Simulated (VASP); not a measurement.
**ScIn3As2: relaxation of cell and atoms with PBE**

ScIn3As2:

```xyz
6
Lattice="5.7081 0.0000 0.0000 -2.8541 4.9434 0.0000 0.0000 0.0000 5.2321" Properties=species:S:1:pos:R:3 pbc="T T T"
Sc    0.0000    0.0000    4.5145
In    1.4270    2.4717    2.4495
In    2.8541    0.0000    2.4495
In   -1.4270    2.4717    2.4495
As    2.8541    1.6478    5.0392
As    0.0000    3.2956    5.0392
```

The cell was generated, and may not be a known phase.

| Item | Value |
| --- | --- |
| Program | VASP 6.6.1 |
| Task | relaxation of cell and atoms |
| Functional | PBE |
| Potentials or basis | VASP PAW PBE potentials, release 64 (Sc_sv, In_d, As) |
| Cutoff | 600 eV |
| k mesh | 6 × 6 × 4 |
| Occupations | gaussian, width 0.1 eV |
| Spin | no spin polarisation |
| Dipole correction | no |
| Further INCAR settings | ALGO = Fast; EDIFF = 1e-07; IBRION = 2; EDIFFG = -0.04; NSW = 90; ISIF = 3 |

| Quantity | Value |
| --- | --- |
| Relaxed volume | 25.00 Å³/atom |
| Relaxed cell | a = 5.752 Å, b = 5.752 Å, c = 5.234 Å, α = 90.00°, β = 90.00°, γ = 120.00° |
| Space group after relaxing (to 0.1 Å) | P6mm (No. 183) |
| Energy gained by relaxing | 4.5 meV/atom |
| Ionic steps | 9 |
| Pressure after relaxing | -0.1 GPa |
| Largest force after relaxing | 0.026 eV/Å |
| Band gap on the k mesh | zero (bands 30 and 31 overlap by 1.70 eV) |

Forces in eV/Å, atoms in the order of the input:
```
Sc   0.000  0.000  0.010
In   0.000  0.000  0.014
In   0.000  0.000  0.014
In   0.000  0.000  0.014
As   0.000  0.000 -0.026
As   0.000  0.000 -0.026
```

Stress tensor (GPa, compression positive):
```
-0.21  0.00  0.00
 0.00 -0.21  0.00
 0.00  0.00  0.11
```

The path:
```tsv
step	energy change (eV)	largest force (eV/Å)	pressure (GPa)	volume (Å³)
1	0.0000	0.2156	0.63	147.64
2	-0.0064	0.2075	-0.16	149.73
3	-0.0064	0.2070	-0.23	149.92
4	-0.0101	0.1900	-0.19	149.82
5	-0.0177	0.1344	-0.06	149.52
6	-0.0157	0.1784	0.25	148.92
7	-0.0198	0.0851	0.06	149.28
8	-0.0242	0.0667	-0.01	149.50
9	-0.0272	0.0263	-0.10	149.98
```

Final structure:
```
Sc In As
1.0
     5.75240    0.00000    0.00000
    -2.87620    4.98172    0.00000
     0.00000    0.00000    5.23363
Sc In As
1 3 2
Cartesian
  0.0000 0.0000 4.3376
  1.4381 2.4909 2.4809
  2.8762 0.0000 2.4809
  4.3143 2.4909 2.4809
  2.8762 1.6606 5.0838
  0.0000 3.3211 5.0838
```

Levels at points of the mesh, in eV from the Fermi level:
```csv
k point,band 26,band 27,band 28,band 29,band 30,band 31,band 32,band 33,band 34,band 35
"(0.00, 0.00, 0.00)",-2.32,-2.32,-2.21,-0.88,0.02,0.02,0.33,0.49,0.49,1.22
"(0.50, 0.00, 0.00)",-3.35,-2.74,-0.96,-0.80,-0.67,-0.50,0.85,1.12,1.16,1.34
"(0.00, 0.00, 0.50)",-2.34,-2.34,-1.65,-1.65,-0.82,-0.82,0.12,0.51,1.52,1.92
"(0.50, 0.00, 0.50)",-3.33,-2.71,-0.54,-0.32,0.52,0.92,0.99,1.05,1.32,1.87
```

Run time: 17 min on 1 thread of AMD EPYC 9R45 96-Core Processor (Zen 5), with other jobs on the host, peak memory 0.38 GiB.

Caveat: spin-orbit coupling is left out, which moves the levels of the heavy elements.
